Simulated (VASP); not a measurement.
# Te (P3_121) in VASP: notebook

Te is run at these levels: LDA, r2SCAN, PBE; tasks: single point.

All numbers are computed with VASP 6.6.1; they aren't measurements. Logs are shortened: lines on timing, memory, paths and dates and some standing lists are left out, and cuts for length are marked.

## 1. The cell of the first run

Symmetry: P3_121, No. 152, trigonal system. The conventional cell has a = 4.471 Å, b = 4.471 Å, c = 5.949 Å, α = 90.00°, β = 90.00°, γ = 120.00°. Te (site symmetry 2) has 6 Te at 2.85 to 3.50 Å within 3.8 Å.

## 2. Single point, LDA

INCAR reads:

```
SYSTEM = Te
PREC = Accurate
ENCUT = 520
EDIFF = 1E-7
ISMEAR = 0
SIGMA = 0.01
LREAL = .False.
LASPH = .True.
NELM = 60
ALGO = Normal
ISIF = 2
LWAVE = .False.
LCHARG = .True.
GGA = CA
LELF = .True.
LVHAR = .True.
NBANDS = 16
```

KPOINTS reads:

```
Automatic mesh
0
Gamma
  6 6 4
  0 0 0
```

POSCAR reads:

```
Te
1.0
    4.4710056865      0.0000000000      0.0000000000
   -2.2355028432      3.8720045050      0.0000000000
    0.0000000000      0.0000000000      5.9489928227
Te
3
Direct
    0.2641987639      0.0000000000      0.3333333333
    0.0000000000      0.2641987639      0.6666666667
    0.7358012361      0.7358012361      0.0000000000
```

Potentials or basis: VASP PAW LDA potentials, release 64 (Te).

Run with:

```
cat potpaw_LDA.64/Te/POTCAR > POTCAR
mpirun -np 1 vasp_std > vasp.out
```

OUTCAR:

```text
SYSTEM = Te
   PREC = Accurate
   ENCUT = 520
   EDIFF = 1E-7
   ISMEAR = 0
   LREAL = .False.
   LASPH = .True.
   NELM = 60
   ISIF = 2
   GGA = CA

 ion  position               nearest neighbor table
   1  0.264  0.000  0.333-   3 2.85   2 2.85   3 3.50   3 3.50   2 3.50   2 3.50
   2  0.000  0.264  0.667-   3 2.85   1 2.85   3 3.50   3 3.50   1 3.50   1 3.50
   3  0.736  0.736  0.000-   2 2.85   1 2.85   2 3.50   1 3.50   1 3.50   2 3.50

  LATTYP: Found a hexagonal cell.
 ALAT       =     4.4710056865
 C/A-ratio  =     1.3305715179

  Lattice vectors:

 A1 = (   4.4710056865,   0.0000000000,   0.0000000000)
 A2 = (  -2.2355028432,   3.8720045050,   0.0000000000)
 A3 = (   0.0000000000,   0.0000000000,   5.9489928227)

Analysis of symmetry for initial positions (statically):
=====================================================================
 Subroutine PRICEL returns:
 Original cell was already a primitive cell.

 Routine SETGRP: Setting up the symmetry group for a
 hexagonal supercell.

 Subroutine GETGRP returns: Found  6 space group operations
 (whereof  2 operations were pure point group operations)
 out of a pool of 24 trial point group operations.

The static configuration has the point symmetry C_2 .
 The point group associated with its full space group is D_3 .

Analysis of symmetry for dynamics (positions and initial velocities):
=====================================================================
 Subroutine PRICEL returns:
 Original cell was already a primitive cell.

 Routine SETGRP: Setting up the symmetry group for a
 hexagonal supercell.

 Subroutine GETGRP returns: Found  6 space group operations
 (whereof  2 operations were pure point group operations)
 out of a pool of 24 trial point group operations.

The dynamic configuration has the point symmetry C_2 .
 The point group associated with its full space group is D_3 .

 Subroutine INISYM returns: Found  6 space group operations
 (whereof  2 operations are pure point group operations),
 and found     1 'primitive' translations

----------------------------------------------------------------------------------------

                                     Primitive cell

  volume of cell :     102.9875

  direct lattice vectors                    reciprocal lattice vectors
     4.471005686  0.000000000  0.000000000     0.223663325  0.129132081  0.000000000
    -2.235502843  3.872004505  0.000000000     0.000000000  0.258264162  0.000000000
     0.000000000  0.000000000  5.948992823     0.000000000  0.000000000  0.168095681

  length of vectors
     4.471005686  4.471005686  5.948992823     0.258264162  0.258264162  0.168095681

  position of ions in fractional coordinates (direct lattice)
     0.264198764  0.000000000  0.333333333
     0.000000000  0.264198764  0.666666667
     0.735801236  0.735801236  0.000000000

  ion indices of the primitive-cell ions
   primitive index   ion index
                 1           1
                 2           2
                 3           3

----------------------------------------------------------------------------------------

 KPOINTS: Automatic mesh

Automatic generation of k-mesh.
 Grid dimensions read from file:
 generate k-points for:    6    6    4

 Generating k-lattice:

  Cartesian coordinates                     Fractional coordinates (reciprocal lattice)
     0.037277221  0.021522014  0.000000000     0.166666667  0.000000000  0.000000000
     0.000000000  0.043044027  0.000000000     0.000000000  0.166666667  0.000000000
     0.000000000  0.000000000  0.042023920     0.000000000  0.000000000  0.250000000

  Length of vectors
     0.043044027  0.043044027  0.042023920

  Shift w.r.t. Gamma in fractional coordinates (k-lattice)
     0.000000000  0.000000000  0.000000000

 Subroutine IBZKPT returns following result:
 ===========================================

 Found     24 irreducible k-points:

 Following reciprocal coordinates:
            Coordinates               Weight
  0.000000  0.000000  0.000000      1.000000
  0.166667  0.000000  0.000000      6.000000
  0.333333  0.000000  0.000000      6.000000
  0.500000  0.000000  0.000000      3.000000
  0.166667  0.166667  0.000000      6.000000
  0.333333  0.166667  0.000000     12.000000
[... 16 lines left out ...]
  0.333333  0.166667  0.500000     12.000000
  0.333333  0.333333  0.500000      2.000000
   k-points           NKPTS =     24   k-points in BZ     NKDIM =     24   number of bands    NBANDS=     16
   number of dos      NEDOS =    301   number of ions     NIONS =      3
   total plane-waves  NPLWV =  62208
   dimension x,y,z NGX =    36 NGY =   36 NGZ =   48
   dimension x,y,z NGXF=    72 NGYF=   72 NGZF=   96
   ions per type =               3
   NGX,Y,Z   is equivalent  to a cutoff of  13.39, 13.39, 13.41 a.u.
   NGXF,Y,Z  is equivalent  to a cutoff of  26.77, 26.77, 26.83 a.u.
 SYSTEM =  Te
   PREC   = accura    normal or accurate (medium, high low for compatibility)
   ISTART =      0    job   : 0-new  1-cont  2-samecut
   ICHARG =      2    charge: 1-file 2-atom 10-const
   ISPIN  =      1    spin polarized calculation?
   LNONCOLLINEAR =      F non collinear calculations
   LSORBIT =      F    spin-orbit coupling
   LASPH  =      T    aspherical Exc in radial PAW
   ENCUT  =  520.0 eV  38.22 Ry    6.18 a.u.   8.31  8.31 11.06*2*pi/ulx,y,z
   NELM   =     60;   NELMIN=  2; NELMDL= -5     # of ELM steps
   EDIFF  = 0.1E-06   stopping-criterion for ELM
   LREAL  =      F    real-space projection
   EDIFFG = 0.1E-05   stopping-criterion for IOM
   NSW    =      0    number of steps for IOM
   IBRION =     -1    ionic relax: 0-MD 1-quasi-New 2-CG
   NFREE  =      0    steps in history (QN), initial steepest desc. (CG)
   ISIF   =      2    stress and relaxation
   ISYM   =      2    0-nonsym 1-usesym 2-fastsym
   POTIM  = 0.5000    time-step for ionic-motion
   TEBEG  =    0.0;   TEEND  =   0.0 temperature during run
   PSTRESS=    0.0 pullay stress
   NELECT =      18.0000    total number of electrons
   NUPDOWN=      -1.0000    fix difference up-down
   EMIN   =  10.00;   EMAX   =-10.00  energy-range for DOS
   EFERMI =   0.00;   METHOD = LEGACY
   ISMEAR =     0;   SIGMA  =   0.01  broadening in eV -4-tet -1-fermi 0-gaus
   EFERMI_NEDOS =   21; number of points for ismear=-14 and -15
   IALGO  =     38    algorithm
   IMIX   =      4    mixing-type and parameters
     AMIX     =   0.40;   BMIX     =  1.00
     AMIX_MAG =   1.60;   BMIX_MAG =  1.00
  volume/ion in A,a.u.               =      34.33       231.66
  Fermi-wavevector in a.u.,A,eV,Ry     =   0.915316  1.729696 11.398995  0.837802
  Thomas-Fermi vector in A             =   2.040043
   LORBIT       =      0    0 simple, 1 ext, 2 COOP (PROOUT), +10 PAW based schemes
   GGA     = CA    functional components
   LHFCALC =     F    Hartree Fock is set to
   AEXX    =    0.0000 exact exchange contribution
   IVDW    =     0    specifies the selected vdW correction
   LEPSILON=     F    determine dielectric tensor
   LRPA    =     F    only Hartree local field effects (RPA)
 non-spin polarized calculation
 Gauss-broadening in eV      SIGMA  =   0.01
  energy-cutoff  :      520.00
  volume of cell :      102.99
 maximum number of plane-waves:      2854
 NGX is ok and might be reduce to    36
   NGX = 17   NGY = 17   NGZ = 23

 number of electron      17.9999997 magnetization

 Free energy of the ion-electron system (eV)
  ---------------------------------------------------
  ext. energy  EPLUGINS =         0.00000000
  ---------------------------------------------------
  free energy    TOTEN  =       -11.32200463 eV

  energy without entropy =      -11.32200463  energy(sigma->0) =      -11.32200463

 E-fermi :   5.6778     XC(G=0):  -9.2510

 val. band max:        5.6347710561   @ k =   0.3333   0.3333   0.5000
 cond. band min:       5.7376515747   @ k =   0.3333   0.3333   0.5000
 fundamental gap:      0.1028805186
 Fermi energy:         5.6778264892

 k-point     1 :       0.0000    0.0000    0.0000
  band No.  band energies     occupation
      1      -7.9550      2.00000
      2      -4.6882      2.00000
      3      -4.6882      2.00000
      4       2.6055      2.00000
      5       2.8650      2.00000
      6       2.8650      2.00000
[... 8 lines left out ...]
     15      11.3936      0.00000
     16      11.9415      0.00000

 k-point     2 :       0.1667    0.0000    0.0000
  band No.  band energies     occupation
      1      -7.7773      2.00000
      2      -4.7525      2.00000
      3      -4.6389      2.00000
      4       1.5722      2.00000
      5       2.1862      2.00000
      6       2.5802      2.00000
[... 8 lines left out ...]
     15      11.7419      0.00000
     16      12.1419      0.00000

 k-point     3 :       0.3333    0.0000    0.0000
  band No.  band energies     occupation
      1      -7.3171      2.00000
      2      -5.0572      2.00000
      3      -4.5280      2.00000
      4       0.8505      2.00000
      5       1.4841      2.00000
      6       2.1226      2.00000
[... 8 lines left out ...]
     15      12.6581      0.00000
     16      13.3834      0.00000

 k-point     4 :       0.5000    0.0000    0.0000
  band No.  band energies     occupation
      1      -6.9717      2.00000
      2      -5.3670      2.00000
      3      -4.4664      2.00000
      4       0.8201      2.00000
      5       1.2662      2.00000
      6       2.1517      2.00000
[... 8 lines left out ...]
     15      14.1811      0.00000
     16      14.4613      0.00000

 k-point     5 :       0.1667    0.1667    0.0000
  band No.  band energies     occupation
      1      -7.4540      2.00000
      2      -4.8829      2.00000
      3      -4.6284      2.00000
      4       1.0741      2.00000
      5       1.3184      2.00000
      6       2.6491      2.00000
[... 8 lines left out ...]
     15      12.3210      0.00000
     16      13.1191      0.00000

 k-point     6 :       0.3333    0.1667    0.0000
  band No.  band energies     occupation
      1      -6.9974      2.00000
      2      -5.1858      2.00000
      3      -4.6491      2.00000
      4       0.9269      2.00000
      5       1.1722      2.00000
      6       2.2501      2.00000
[... 8 lines left out ...]
     15      13.3324      0.00000
     16      13.7356      0.00000

 k-point     7 :       0.3333    0.3333    0.0000
  band No.  band energies     occupation
      1      -6.8060      2.00000
      2      -5.0127      2.00000
      3      -5.0127      2.00000
      4       1.1616      2.00000
      5       1.1616      2.00000
      6       2.6112      2.00000
[... 8 lines left out ...]
     15      11.4540      0.00000
     16      14.0535      0.00000

 k-point     8 :       0.0000    0.0000    0.2500
  band No.  band energies     occupation
      1      -7.7316      2.00000
      2      -6.0246      2.00000
      3      -3.3217      2.00000
      4       2.1461      2.00000
      5       2.7366      2.00000
      6       3.1665      2.00000
[... 8 lines left out ...]
     15      11.5462      0.00000
     16      11.6257      0.00000

 k-point     9 :       0.1667    0.0000    0.2500
  band No.  band energies     occupation
      1      -7.5623      2.00000
      2      -5.9155      2.00000
      3      -3.5529      2.00000
      4       1.6979      2.00000
      5       2.3838      2.00000
      6       2.8830      2.00000
[... 8 lines left out ...]
     15      11.1940      0.00000
     16      11.7604      0.00000
[... 172 lines left out ...]
 k-point    19 :       0.1667    0.0000    0.5000
  band No.  band energies     occupation
      1      -6.9433      2.00000
      2      -6.9054      2.00000
      3      -2.9883      2.00000
      4       1.5182      2.00000
      5       2.5370      2.00000
      6       2.7779      2.00000
[... 8 lines left out ...]
     15      11.5123      0.00000
     16      12.2900      0.00000

 k-point    20 :       0.3333    0.0000    0.5000
  band No.  band energies     occupation
      1      -6.6500      2.00000
      2      -6.4663      2.00000
      3      -3.7832      2.00000
      4       0.5983      2.00000
      5       1.9874      2.00000
      6       2.2993      2.00000
[... 8 lines left out ...]
     15      12.3909      0.00000
     16      12.7499      0.00000

 k-point    21 :       0.5000    0.0000    0.5000
  band No.  band energies     occupation
      1      -6.4816      2.00000
      2      -6.1332      2.00000
      3      -4.2793      2.00000
      4       0.0362      2.00000
      5       1.9722      2.00000
      6       2.0198      2.00000
[... 8 lines left out ...]
     15      13.6189      0.00000
     16      13.7089      0.00000

 k-point    22 :       0.1667    0.1667    0.5000
  band No.  band energies     occupation
      1      -6.7115      2.00000
      2      -6.6158      2.00000
      3      -3.5518      2.00000
      4       1.0569      2.00000
      5       1.8334      2.00000
      6       1.9823      2.00000
[... 8 lines left out ...]
     15      12.0943      0.00000
     16      12.3590      0.00000

 k-point    23 :       0.3333    0.1667    0.5000
  band No.  band energies     occupation
      1      -6.4322      2.00000
      2      -6.2196      2.00000
      3      -4.1948      2.00000
      4       0.3211      2.00000
      5       1.2602      2.00000
      6       1.4265      2.00000
[... 8 lines left out ...]
     15      12.3550      0.00000
     16      13.0464      0.00000

 k-point    24 :       0.3333    0.3333    0.5000
  band No.  band energies     occupation
      1      -6.1993      2.00000
      2      -6.1993      2.00000
      3      -4.3766      2.00000
      4       0.5125      2.00000
      5       0.7179      2.00000
      6       0.7179      2.00000
[... 8 lines left out ...]
     15      12.0568      0.00000
     16      12.6011      0.00000

------------------------ aborting loop because EDIFF is reached ----------------------------------------

  FORCE on cell =-STRESS in cart. coord.  units (eV):
  Direction    XX          YY          ZZ          XY          YZ          ZX
  --------------------------------------------------------------------------------------
  -------------------------------------------------------------------------------------
  Total       -1.1502765     -1.1502765     -1.2312283     -0.0000000      0.0000000      0.0000000
  in kB      -17.8948602    -17.8948602    -19.1542278     -0.0000000      0.0000000      0.0000000
  external PRESSURE =     -18.3146494 kB  Pullay stress =       0.0000000 kB

 VOLUME and BASIS-vectors are now :
 -----------------------------------------------------------------------------
  energy-cutoff  :      520.00
  volume of cell :      102.99
      direct lattice vectors                 reciprocal lattice vectors
     4.471005686  0.000000000  0.000000000     0.223663325  0.129132081  0.000000000
    -2.235502843  3.872004505  0.000000000     0.000000000  0.258264162  0.000000000
     0.000000000  0.000000000  5.948992823     0.000000000  0.000000000  0.168095681

 POSITION                                       TOTAL-FORCE (eV/Angst)
 -----------------------------------------------------------------------------------
      1.18123      0.00000      1.98300         0.143521      0.000000     -0.000000
     -0.59062      1.02298      3.96600        -0.071760      0.124292      0.000000
      1.64489      2.84903      0.00000        -0.071760     -0.124292     -0.000000
 -----------------------------------------------------------------------------------
    total drift:                                0.000000     -0.000000      0.000000

  FREE ENERGIE OF THE ION-ELECTRON SYSTEM (eV)
  ---------------------------------------------------
  free  energy   TOTEN  =       -11.3220046342 eV

  energy  without entropy=      -11.3220046342  energy(sigma->0) =      -11.32200463
```

Wall time 22 s (1 thread of Intel Xeon Platinum 8488C (Sapphire Rapids), shared host); peak memory 0.19 GiB.

What came out:

- Free energy: -11.3220 eV
- Pressure: -1.8 GPa
- Largest force: 0.144 eV/Å
- Band gap on the k mesh: 0.10 eV

Forces in eV/Å, atoms in the order of the input:
```
Te   0.144  0.000  0.000
Te  -0.072  0.124  0.000
Te  -0.072 -0.124  0.000
```

Caveat: semilocal functionals underestimate gaps, and a narrow one can read as zero; spin-orbit coupling is left out, which moves the levels of the heavy elements. A k mesh can miss the band edges.

## 3. Single point, r2SCAN

POSCAR is that of step 2.

INCAR.step1 reads:

```
ALGO = Normal
EDIFF = 1E-4
ENCUT = 520
GGA = PE
ISMEAR = 0
LASPH = True
LCHARG = False
LREAL = False
LWAVE = True
NBANDS = 16
NELM = 80
PREC = Accurate
SIGMA = 0.01
```

INCAR.step2 reads:

```
ALGO = Normal
EDIFF = 1E-7
ENCUT = 520
ISIF = 2
ISMEAR = 0
ISTART = 1
LASPH = True
LCHARG = True
LELF = True
LMIXTAU = True
LREAL = False
LVHAR = True
LWAVE = False
METAGGA = R2SCAN
NBANDS = 16
NELM = 80
PREC = Accurate
SIGMA = 0.01
```

KPOINTS reads:

```
k-points
0
Gamma
  6 6 4
```

Potentials or basis: VASP PAW PBE potentials, release 64 (Te).

Run with:

```
cat potpaw_PBE.64/Te/POTCAR > POTCAR
cp INCAR.step1 INCAR
mpirun -np 1 vasp_std > vasp.out
cp INCAR.step2 INCAR
mpirun -np 1 vasp_std > vasp.out
```

OUTCAR:

```text
EDIFF = 1E-7
   ENCUT = 520
   ISIF = 2
   ISMEAR = 0
   ISTART = 1
   LASPH = True
   LREAL = False
   METAGGA = R2SCAN
   NELM = 80
   PREC = Accurate

 ion  position               nearest neighbor table
   1  0.264  0.000  0.333-   3 2.85   2 2.85   3 3.50   3 3.50   2 3.50   2 3.50
   2  0.000  0.264  0.667-   3 2.85   1 2.85   3 3.50   3 3.50   1 3.50   1 3.50
   3  0.736  0.736  0.000-   2 2.85   1 2.85   2 3.50   1 3.50   1 3.50   2 3.50

[... 652 lines left out ...]

  FORCE on cell =-STRESS in cart. coord.  units (eV):
  Direction    XX          YY          ZZ          XY          YZ          ZX
  --------------------------------------------------------------------------------------
  -------------------------------------------------------------------------------------
  Total        0.5923295      0.5923295      0.4972688      0.0000000      0.0000000      0.0000000
  in kB        9.2148751      9.2148751      7.7360146      0.0000000      0.0000000      0.0000000
  external PRESSURE =       8.7219216 kB  Pullay stress =       0.0000000 kB

 VOLUME and BASIS-vectors are now :
 -----------------------------------------------------------------------------
  energy-cutoff  :      520.00
  volume of cell :      102.99
      direct lattice vectors                 reciprocal lattice vectors
     4.471005686  0.000000000  0.000000000     0.223663325  0.129132081  0.000000000
    -2.235502843  3.872004505  0.000000000     0.000000000  0.258264162  0.000000000
     0.000000000  0.000000000  5.948992823     0.000000000  0.000000000  0.168095681

 POSITION                                       TOTAL-FORCE (eV/Angst)
 -----------------------------------------------------------------------------------
      1.18123      0.00000      1.98300         0.000827      0.000000      0.000000
     -0.59062      1.02298      3.96600        -0.000414      0.000716     -0.000000
      1.64489      2.84903      0.00000        -0.000414     -0.000716     -0.000000
 -----------------------------------------------------------------------------------
    total drift:                                0.000000      0.000000      0.000000

  FREE ENERGIE OF THE ION-ELECTRON SYSTEM (eV)
  ---------------------------------------------------
  free  energy   TOTEN  =       -76.2287930789 eV

  energy  without entropy=      -76.2287930789  energy(sigma->0) =      -76.22879308
```

OSZICAR.step1:

```text
N       E                     dE             d eps       ncg     rms          rms(c)
DAV:   1     0.719861855995E+02    0.71986E+02   -0.64370E+03   768   0.896E+02
DAV:   2    -0.472009078008E+01   -0.76706E+02   -0.72159E+02  1008   0.130E+02
DAV:   3    -0.934834524176E+01   -0.46283E+01   -0.46118E+01  1016   0.371E+01
DAV:   4    -0.943040817081E+01   -0.82063E-01   -0.82058E-01  1120   0.562E+00
DAV:   5    -0.943172987672E+01   -0.13217E-02   -0.13217E-02  1032   0.614E-01    0.121E+01
DAV:   6    -0.941428342168E+01    0.17446E-01   -0.18406E-02   960   0.808E-01    0.769E+00
DAV:   7    -0.941171122002E+01    0.25722E-02   -0.40398E-02   928   0.121E+00    0.295E-01
DAV:   8    -0.941098707822E+01    0.72414E-03   -0.74985E-03   824   0.475E-01    0.170E-01
DAV:   9    -0.941101728023E+01   -0.30202E-04   -0.21448E-04  1096   0.931E-02
   1 F= -.94110173E+01 E0= -.94110173E+01  d E =-.324566E-31
```

It took 1.9 min on 1 thread of Intel Xeon Platinum 8488C (Sapphire Rapids), shared host; peak memory 0.25 GiB.

What came out:

- Free energy: -76.2288 eV
- Pressure: 0.9 GPa
- Band gap on the k mesh: 0.33 eV

Caveat: semilocal functionals underestimate gaps, and a narrow one can read as zero; the PAW data sets were made with another functional, which shifts forces and pressure a little; spin-orbit coupling is left out, which moves the levels of the heavy elements. A k mesh can miss the band edges.

[end of part 1 of 2]
